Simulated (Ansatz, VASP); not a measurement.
Two plane-wave programs on Ni

File INCAR:

```
PREC = Accurate
ENCUT = 520
EDIFF = 1E-6
ISMEAR = -1
SIGMA = 0.05
LREAL = False
LASPH = True
NELM = 150
ALGO = Normal
ISIF = 2
LWAVE = False
LCHARG = False
ISPIN = 2
MAGMOM = 0.83 0.83
LORBIT = 11
LMAXMIX = 4
GGA = PS
NBANDS = 21
```

KPOINTS

```
Automatic mesh
0
Gamma
  12 12 12
```

The input POSCAR:

```
Ni
1.0
    0.0000000000      2.5685639437      2.5685639437
    2.5685639437      0.0000000000      2.5685639437
    2.5685639437      2.5685639437      0.0000000000
Ni
2
Direct
    0.1250000000      0.1250000000      0.1250000000
    0.8750000000      0.8750000000      0.8750000000
```

Input for Ansatz:

```yaml
crystal:
  lattice:
    - [0.0, 2.5685639437, 2.5685639437]
    - [2.5685639437, 0.0, 2.5685639437]
    - [2.5685639437, 2.5685639437, 0.0]
  atoms:
    - { symbol: Ni, position: [0.125, 0.125, 0.125], spin: 0.83 }
    - { symbol: Ni, position: [0.875, 0.875, 0.875], spin: 0.83 }
hamiltonian:
  xc: pbesol
  pseudopotentials:
    kind: paw
    azcp:
      Ni: "pseudopotentials/Ni.paw.azcp"
basis:
  ecutwfc: 420
  fft_grid_basis: typed
kpoints:
  mp_grid: { grid: [12, 12, 12], shift: [0, 0, 0] }
magnetization:
  spin_polarized: true
scf:
  occupations: { method: fermi_dirac, width: 0.05 }
  lower_state_search: "off"
output:
  stress: true
```

Alike in both runs: task single point; functional PBEsol; k mesh 12 × 12 × 12; occupations fermi-dirac, width 0.05 eV; collinear spin.

|  | VASP | Ansatz |
| --- | --- | --- |
| version | VASP 6.6.1 | Ansatz 0.2.0 |
| potentials or method | VASP PAW PBE potentials, release 64 (Ni), cutoff 520 eV | plane waves (420 eV) with PAW, scalar-relativistic |
| valence electrons in the cell | 20 | 36 |

|  | VASP | Ansatz | Ansatz less VASP |
| --- | --- | --- | --- |
| pressure (GPa) | -6.8 | -6.9 | -0.11 |
| net moment per atom (μB) | 0.79 | 0.80 | +0.014 |
| size of the moment on the site where the two differ most (μB) | 0.80 | 0.84 | +0.045 |

VASP's potentials were made for PBE, not for PBEsol, and Ansatz warns of the same on its side. Site moments also hang on the region over which each program counts them. VASP's potentials hold 20 valence electrons a cell and Ansatz's 36, so a difference there can come from the potentials and not from the codes.
